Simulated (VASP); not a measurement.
# BaZrO3 (Pm-3m) in VASP: notebook, part 2 of 3

VASP 6.6.1. The steps go on from the part before.

### 3 Relaxation of cell and atoms, PBEsol, target pressure 7 GPa, at which the enthalpy is minimised

Contents of INCAR:

```
PREC = Accurate ; ENCUT = 600
EDIFF = 1E-6 ; ISMEAR = 0
SIGMA = 0.01 ; LREAL = F
LASPH = T ; NELM = 80
ALGO = Normal ; ISIF = 3
LWAVE = F ; LCHARG = F
GGA = PS ; IBRION = 2
NSW = 100 ; EDIFFG = -0.002
PSTRESS = 70.0
```

Contents of KPOINTS:

```
Automatic mesh
0
Gamma
  4 4 4
```

Contents of POSCAR:

```
BaZrO3
1.0
    4.1806150114      0.0000000000      0.0000000000
    0.0000000000      4.1806150114      0.0000000000
    0.0000000000      0.0000000000      4.1806150114
Ba Zr O
1 1 3
Direct
    0.0000000000      0.0000000000      0.0000000000
    0.5000000000      0.5000000000      0.5000000000
    0.0000000000      0.5000000000      0.5000000000
    0.5000000000      0.0000000000      0.5000000000
    0.5000000000      0.5000000000      0.0000000000
```

Potentials or basis: VASP PAW PBE potentials, release 64 (Ba_sv, Zr_sv, O).

Run with:

```sh
$ cat potpaw_PBE.64/Ba_sv/POTCAR potpaw_PBE.64/Zr_sv/POTCAR potpaw_PBE.64/O/POTCAR > POTCAR
$ mpirun -np 1 vasp_std > vasp.out
```

OUTCAR:

```text
PREC = Accurate
   ENCUT = 600
   EDIFF = 1E-6
   ISMEAR = 0
   LREAL = F
   LASPH = T
   NELM = 80
   ISIF = 3
   GGA = PS
   IBRION = 2
   NSW = 100
   EDIFFG = -0.002
   PSTRESS = 70.0

 ion  position               nearest neighbor table
   1  0.000  0.000  0.000-   3 2.96   4 2.96   5 2.96   3 2.96   4 2.96   3 2.96   5 2.96   3 2.96
                             4 2.96   5 2.96   4 2.96   5 2.96   2 3.62   2 3.62   2 3.62   2 3.62
   2  0.500  0.500  0.500-   3 2.09   4 2.09   5 2.09   5 2.09   4 2.09   3 2.09   1 3.62   1 3.62
                             1 3.62   1 3.62   1 3.62   1 3.62   1 3.62   1 3.62
   3  0.000  0.500  0.500-   2 2.09   2 2.09   1 2.96   1 2.96   1 2.96   1 2.96
   4  0.500  0.000  0.500-   2 2.09   2 2.09   1 2.96   1 2.96   1 2.96   1 2.96
   5  0.500  0.500  0.000-   2 2.09   2 2.09   1 2.96   1 2.96   1 2.96   1 2.96

  LATTYP: Found a simple cubic cell.
 ALAT       =     4.1806150114

  Lattice vectors:

 A1 = (   4.1806150114,   0.0000000000,   0.0000000000)
 A2 = (   0.0000000000,   4.1806150114,   0.0000000000)
 A3 = (   0.0000000000,   0.0000000000,   4.1806150114)

Analysis of symmetry for initial positions (statically):
=====================================================================
 Subroutine PRICEL returns:
 Original cell was already a primitive cell.

 Routine SETGRP: Setting up the symmetry group for a
 simple cubic supercell.

 Subroutine GETGRP returns: Found 48 space group operations
 (whereof 48 operations were pure point group operations)
 out of a pool of 48 trial point group operations.

The static configuration has the point symmetry O_h .

Analysis of symmetry for dynamics (positions and initial velocities):
=====================================================================
 Subroutine PRICEL returns:
 Original cell was already a primitive cell.

 Routine SETGRP: Setting up the symmetry group for a
 simple cubic supercell.

 Subroutine GETGRP returns: Found 48 space group operations
 (whereof 48 operations were pure point group operations)
 out of a pool of 48 trial point group operations.

The dynamic configuration has the point symmetry O_h .

 Subroutine INISYM returns: Found 48 space group operations
 (whereof 48 operations are pure point group operations),
 and found     1 'primitive' translations

----------------------------------------------------------------------------------------

                                     Primitive cell

  volume of cell :      73.0669

  direct lattice vectors                    reciprocal lattice vectors
     4.180615011  0.000000000  0.000000000     0.239199256  0.000000000  0.000000000
     0.000000000  4.180615011  0.000000000     0.000000000  0.239199256  0.000000000
     0.000000000  0.000000000  4.180615011     0.000000000  0.000000000  0.239199256

  length of vectors
     4.180615011  4.180615011  4.180615011     0.239199256  0.239199256  0.239199256

  position of ions in fractional coordinates (direct lattice)
     0.000000000  0.000000000  0.000000000
     0.500000000  0.500000000  0.500000000
     0.000000000  0.500000000  0.500000000
     0.500000000  0.000000000  0.500000000
     0.500000000  0.500000000  0.000000000

  ion indices of the primitive-cell ions
   primitive index   ion index
                 1           1
                 2           2
                 3           3
                 4           4
                 5           5

----------------------------------------------------------------------------------------

 KPOINTS: Automatic mesh

Automatic generation of k-mesh.
 Grid dimensions read from file:
 generate k-points for:    4    4    4

 Generating k-lattice:

  Cartesian coordinates                     Fractional coordinates (reciprocal lattice)
     0.059799814  0.000000000  0.000000000     0.250000000  0.000000000  0.000000000
     0.000000000  0.059799814  0.000000000     0.000000000  0.250000000  0.000000000
     0.000000000  0.000000000  0.059799814     0.000000000  0.000000000  0.250000000

  Length of vectors
     0.059799814  0.059799814  0.059799814

  Shift w.r.t. Gamma in fractional coordinates (k-lattice)
     0.000000000  0.000000000  0.000000000

 Subroutine IBZKPT returns following result:
 ===========================================

 Found     10 irreducible k-points:

 Following reciprocal coordinates:
            Coordinates               Weight
  0.000000  0.000000  0.000000      1.000000
  0.250000  0.000000  0.000000      6.000000
  0.500000  0.000000  0.000000      3.000000
  0.250000  0.250000  0.000000     12.000000
  0.500000  0.250000  0.000000     12.000000
  0.500000  0.500000  0.000000      3.000000
  0.250000  0.250000  0.250000      8.000000
  0.500000  0.250000  0.250000     12.000000
  0.500000  0.500000  0.250000      6.000000
  0.500000  0.500000  0.500000      1.000000
   k-points           NKPTS =     10   k-points in BZ     NKDIM =     10   number of bands    NBANDS=     24
   number of dos      NEDOS =    301   number of ions     NIONS =      5
   total plane-waves  NPLWV =  46656
   dimension x,y,z NGX =    36 NGY =   36 NGZ =   36
   dimension x,y,z NGXF=    72 NGYF=   72 NGZF=   72
   ions per type =               1   1   3
   NGX,Y,Z   is equivalent  to a cutoff of  14.32, 14.32, 14.32 a.u.
   NGXF,Y,Z  is equivalent  to a cutoff of  28.63, 28.63, 28.63 a.u.
 SYSTEM =  unknown system
   PREC   = accura    normal or accurate (medium, high low for compatibility)
   ISTART =      0    job   : 0-new  1-cont  2-samecut
   ICHARG =      2    charge: 1-file 2-atom 10-const
   ISPIN  =      1    spin polarized calculation?
   LNONCOLLINEAR =      F non collinear calculations
   LSORBIT =      F    spin-orbit coupling
   LASPH  =      T    aspherical Exc in radial PAW
   ENCUT  =  600.0 eV  44.10 Ry    6.64 a.u.   8.35  8.35  8.35*2*pi/ulx,y,z
   NELM   =     80;   NELMIN=  2; NELMDL= -5     # of ELM steps
   EDIFF  = 0.1E-05   stopping-criterion for ELM
   LREAL  =      F    real-space projection
   EDIFFG = -.2E-02   stopping-criterion for IOM
   NSW    =    100    number of steps for IOM
   IBRION =      2    ionic relax: 0-MD 1-quasi-New 2-CG
   NFREE  =      1    steps in history (QN), initial steepest desc. (CG)
   ISIF   =      3    stress and relaxation
   ISYM   =      2    0-nonsym 1-usesym 2-fastsym
   POTIM  = 0.5000    time-step for ionic-motion
   TEBEG  =    0.0;   TEEND  =   0.0 temperature during run
   PSTRESS=   70.0 pullay stress
   NELECT =      40.0000    total number of electrons
   NUPDOWN=      -1.0000    fix difference up-down
   EMIN   =  10.00;   EMAX   =-10.00  energy-range for DOS
   EFERMI =   0.00;   METHOD = LEGACY
   ISMEAR =     0;   SIGMA  =   0.01  broadening in eV -4-tet -1-fermi 0-gaus
   EFERMI_NEDOS =   21; number of points for ismear=-14 and -15
   IALGO  =     38    algorithm
   IMIX   =      4    mixing-type and parameters
     AMIX     =   0.40;   BMIX     =  1.00
     AMIX_MAG =   1.60;   BMIX_MAG =  1.00
  volume/ion in A,a.u.               =      14.61        98.62
  Fermi-wavevector in a.u.,A,eV,Ry     =   1.339228  2.530775 24.402494  1.793533
  Thomas-Fermi vector in A             =   2.467637
   LORBIT       =      0    0 simple, 1 ext, 2 COOP (PROOUT), +10 PAW based schemes
   GGA     = PS    functional components
   LHFCALC =     F    Hartree Fock is set to
   AEXX    =    0.0000 exact exchange contribution
   IVDW    =     0    specifies the selected vdW correction
   LEPSILON=     F    determine dielectric tensor
   LRPA    =     F    only Hartree local field effects (RPA)
 conjugate gradient relaxation of ions
 non-spin polarized calculation
 Gauss-broadening in eV      SIGMA  =   0.01
  energy-cutoff  :      600.00
  volume of cell :       73.07
 maximum number of plane-waves:      2469
 NGX is ok and might be reduce to    36
   NGX = 17   NGY = 17   NGZ = 17

--------------------------------------- Ionic step        1  -------------------------------------------

 number of electron      40.0000005 magnetization

 Free energy of the ion-electron system (eV)
  ---------------------------------------------------
  ext. energy  EPLUGINS =         0.00000000
  ---------------------------------------------------
  free energy    TOTEN  =       -43.61677126 eV

  energy without entropy =      -43.61677126  energy(sigma->0) =      -43.61677126

------------------------ aborting loop because EDIFF is reached ----------------------------------------

  FORCE on cell =-STRESS in cart. coord.  units (eV):
  Direction    XX          YY          ZZ          XY          YZ          ZX
  --------------------------------------------------------------------------------------
  -------------------------------------------------------------------------------------
  Total        0.4843198      0.4843198      0.4843198     -0.0000000     -0.0000000     -0.0000000
  in kB       10.6199450     10.6199450     10.6199450     -0.0000000     -0.0000000     -0.0000000
  external PRESSURE =     -59.3800550 kB  Pullay stress =      70.0000000 kB
[... 190 lines left out ...]
  enthalpy is  TOTEN    =       -40.4696363145 eV   P V=        3.0895950111

--------------------------------------- Ionic step        6  -------------------------------------------

 number of electron      39.9999987 magnetization

 Free energy of the ion-electron system (eV)
  ---------------------------------------------------
  ext. energy  EPLUGINS =         0.00000000
  ---------------------------------------------------
  free energy    TOTEN  =       -43.55852946 eV

  energy without entropy =      -43.55852946  energy(sigma->0) =      -43.55852946

 E-fermi :   4.0158     XC(G=0): -11.2285

 val. band max:        3.9320898926   @ k =   0.5000   0.5000   0.5000
 cond. band min:       7.1136567518   @ k =   0.0000   0.0000   0.0000
 fundamental gap:      3.1815668592
 Fermi energy:         4.0157967282

 k-point     1 :       0.0000    0.0000    0.0000
  band No.  band energies     occupation
      1     -42.7029      2.00000
      2     -21.1920      2.00000
      3     -20.9729      2.00000
      4     -20.9729      2.00000
      5     -20.9729      2.00000
      6     -12.4235      2.00000
[... 291 lines left out ...]
  FREE ENERGIE OF THE ION-ELECTRON SYSTEM (eV)
  ---------------------------------------------------
  free  energy   TOTEN  =       -43.5585294567 eV

  energy  without entropy=      -43.5585294567  energy(sigma->0) =      -43.55852946

  enthalpy is  TOTEN    =       -40.4696381890 eV   P V=        3.0888912677

 reached required accuracy - stopping structural energy minimisation
```

CONTCAR:

```text
BaZrO3
   1.00000000000000
     4.1349638883695929   -0.0000000000000000   -0.0000000000000000
    -0.0000000000000000    4.1349638883695929   -0.0000000000000000
     0.0000000000000000    0.0000000000000000    4.1349638883695929
  Ba              Zr              O
     1     1     3
Direct
     0.0000000000000000    0.0000000000000000    1.0000000000000000
     0.5000000000000000    0.5000000000000000    0.5000000000000000
     0.0000000000000000    0.5000000000000000    0.5000000000000000
     0.5000000000000000    0.0000000000000000    0.5000000000000000
     0.5000000000000000    0.5000000000000000    1.0000000000000000

  0.00000000E+00  0.00000000E+00  0.00000000E+00
  0.00000000E+00  0.00000000E+00  0.00000000E+00
  0.00000000E+00  0.00000000E+00  0.00000000E+00
  0.00000000E+00  0.00000000E+00  0.00000000E+00
  0.00000000E+00  0.00000000E+00  0.00000000E+00
```

Wall time 46 s (1 thread of Intel Xeon 6975P-C (Granite Rapids), shared host); peak memory 0.22 GiB.

What came out:

```yaml
Free_energy: -43.5585 eV
Relaxed_volume: 14.14 Å³/atom
Relaxed_cell: a = 4.135 Å, b = 4.135 Å, c = 4.135 Å, α = 90.00°, β = 90.00°, γ = 90.00°
Space_group_after_relaxing_to_0.05_Å: Pm-3m (No. 221)
Energy_change_on_relaxing_the_enthalpy_is_what_falls: +11.6 meV/atom
Ionic_steps: 6
Pressure_after_relaxing: 7.0 GPa
Band_gap_on_the_k_mesh: 3.18 eV, indirect (least direct gap 3.35 eV)
```

Step by step:
```csv
step,energy change (eV),largest force (eV/Å),pressure (GPa),volume (Å³)
1,0.0000,0.0000,1.06,73.07
2,0.2937,0.0000,16.90,67.49
3,0.0572,0.0000,6.93,70.72
4,0.0592,0.0000,7.05,70.68
5,0.0575,0.0000,6.97,70.72
6,0.0582,0.0000,6.98,70.70
```

Final structure:
```
CELL_PARAMETERS angstrom
4.13496 0.00000 0.00000
0.00000 4.13496 0.00000
0.00000 0.00000 4.13496
ATOMIC_POSITIONS crystal
Ba 0.00000 0.00000 0.00000
Zr 0.50000 0.50000 0.50000
O 0.00000 0.50000 0.50000
O 0.50000 0.00000 0.50000
O 0.50000 0.50000 0.00000
```

Caveat: the cell is relaxed towards a set pressure, so the enthalpy falls and the energy may rise; the PAW data sets were made with another functional, which shifts forces and pressure a little; spin-orbit coupling is left out, which moves the levels of the heavy elements.

### 4 Relaxation of cell and atoms, PBEsol, target pressure 10 GPa, at which the enthalpy is minimised

Contents of INCAR:

```
PREC = Accurate ; ENCUT = 600
EDIFF = 1E-6 ; ISMEAR = 0
SIGMA = 0.01 ; LREAL = False
LASPH = True ; NELM = 80
ALGO = Normal ; ISIF = 3
LWAVE = False ; LCHARG = False
GGA = PS ; IBRION = 2
NSW = 100 ; EDIFFG = -0.002
PSTRESS = 100.0
```

Contents of KPOINTS:

```
regular mesh
0
Gamma
  4 4 4
```

POSCAR is that of step 3.

Run with:

```sh
$ cat potpaw_PBE.64/Ba_sv/POTCAR potpaw_PBE.64/Zr_sv/POTCAR potpaw_PBE.64/O/POTCAR > POTCAR
$ mpirun -np 1 vasp_std > vasp.out
```

Run time: 34 s. Hardware: 1 thread of Intel Xeon 6975P-C (Granite Rapids), shared host; peak memory 0.22 GiB.

Results (log left out):

```
Free energy                                            : -43.5025 eV
Relaxed volume                                         : 13.93 Å³/atom
Relaxed cell                                           : a = 4.114 Å, b = 4.114 Å, c = 4.114 Å, α = 90.00°, β = 90.00°, γ = 90.00°
Space group after relaxing (to 0.05 Å)                 : Pm-3m (No. 221)
Energy change on relaxing (the enthalpy is what falls) : +22.9 meV/atom
Ionic steps                                            : 4
Pressure after relaxing                                : 10.0 GPa
Band gap on the k mesh                                 : 3.21 eV, indirect (least direct gap 3.36 eV)
```

The path:
```
step  energy change (eV)  largest force (eV/Å)  pressure (GPa)  volume (Å³)
   1              0.0000                0.0000            1.06        73.07
   2              0.6644                0.0000           27.34        64.78
   3              0.1102                0.0000            9.80        69.71
   4              0.1143                0.0000           10.00        69.64
```

Final structure:
```yaml
crystal:
  lattice:
    - [4.11419, 0.00000, 0.00000]
    - [0.00000, 4.11419, 0.00000]
    - [0.00000, 0.00000, 4.11419]
  atoms:
    - { symbol: Ba, position: [0.00000, 0.00000, 0.00000] }
    - { symbol: Zr, position: [0.50000, 0.50000, 0.50000] }
    - { symbol: O, position: [0.00000, 0.50000, 0.50000] }
    - { symbol: O, position: [0.50000, 0.00000, 0.50000] }
    - { symbol: O, position: [0.50000, 0.50000, 0.00000] }
```

Levels at points of the mesh, in eV from the valence-band top:
| k point | band 17 | band 18 | band 19 | band 20 | band 21 | band 22 | band 23 | band 24 |
| --- | --- | --- | --- | --- | --- | --- | --- | --- |
| (0.00, 0.00, 0.00) | -1.09 | -0.15 | -0.15 | -0.15 | 3.21 | 3.21 | 3.21 | 4.60 |
| (0.50, 0.00, 0.00) | -1.84 | -1.84 | -0.35 | -0.35 | 3.72 | 6.05 | 6.05 | 6.57 |
| (0.50, 0.50, 0.00) | -0.93 | -0.93 | -0.64 | -0.09 | 6.01 | 6.01 | 6.72 | 6.79 |
| (0.50, 0.50, 0.50) | -2.58 | 0.00 | 0.00 | 0.00 | 6.12 | 6.12 | 6.12 | 7.48 |

Caveat: the cell is relaxed towards a set pressure, so the enthalpy falls and the energy may rise; the PAW data sets were made with another functional, which shifts forces and pressure a little; spin-orbit coupling is left out, which moves the levels of the heavy elements. A hybrid or GW would open this gap; PBEsol tends to underestimate it.

(Part 2 of 3 ends here.)
